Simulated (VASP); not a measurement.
Write the native input for VASP 6.6.1 that does the following.

| Item | Value |
| --- | --- |
| Task | single point |
| Functional | PBE |
| Potentials or basis | VASP PAW PBE potentials, release 64 (Al, N) |
| Cutoff | 520 eV |
| k mesh | 8 × 6 × 4 |
| Occupations | gaussian, width 0.05 eV |
| Spin | no spin polarisation |
| Dipole correction | no |
| Further INCAR settings | ALGO = Normal; EDIFF = 1e-06; NBANDS = 26 |

The structure of AlN lies in POSCAR:

```
AlN
1.0
   -1.6567491617      2.8695737234      0.0000000000
    0.0000000000      0.0000000000      4.1874629526
    4.9702474850      2.8695737234      0.0000000000
Al N
4 4
Direct
    0.4049343113      0.7500000000      0.2617323554
    0.0000000000      0.7500000000      0.6666666667
    0.0000000000      0.2500000000      0.3333333333
    0.5000000000      0.2500000000      0.8333333333
    0.5000000000      0.2500000000      0.1666666667
    0.0000000000      0.2500000000      0.6666666667
    0.0000000000      0.7500000000      0.3333333333
    0.5000000000      0.7500000000      0.8333333333
```

This cell differs from its parent crystal: atom 1 (Al) moved by +0.630 Å along [1 0 0] and +0.000 Å along [1 2 0].

One way to write it, as run:

INCAR

```
SYSTEM = AlN
ALGO = Normal
EDIFF = 1E-6
ENCUT = 520
GGA = PE
ISIF = 2
ISMEAR = 0
LASPH = .True.
LCHARG = .False.
LREAL = .False.
LWAVE = .False.
NBANDS = 26
NELM = 60
PREC = Accurate
SIGMA = 0.05
```

KPOINTS

```
k-points
0
Gamma
  8 6 4
  0 0 0
```

Potentials or basis: VASP PAW PBE potentials, release 64 (Al, N).

Run with:

```console
$ cat potpaw_PBE.64/Al/POTCAR potpaw_PBE.64/N/POTCAR > POTCAR
$ mpirun -np 1 vasp_std > vasp.out
```

Results of the run:

* Pressure: 19.9 GPa
* Largest force: 25.780 eV/Å
* Band gap on the k mesh: 2.34 eV, direct

Caveat: the cell differs from its parent crystal (atom 1 (Al) moved by +0.630 Å along [1 0 0] and +0.000 Å along [1 2 0]); forces of over 1 eV/Å act on the atoms, so gaps and moduli don't describe the material at rest.

Run time: 58 s on 1 thread of Intel(R) Xeon(R) 6975P-C (Granite Rapids), on a shared host, peak memory 0.25 GiB.
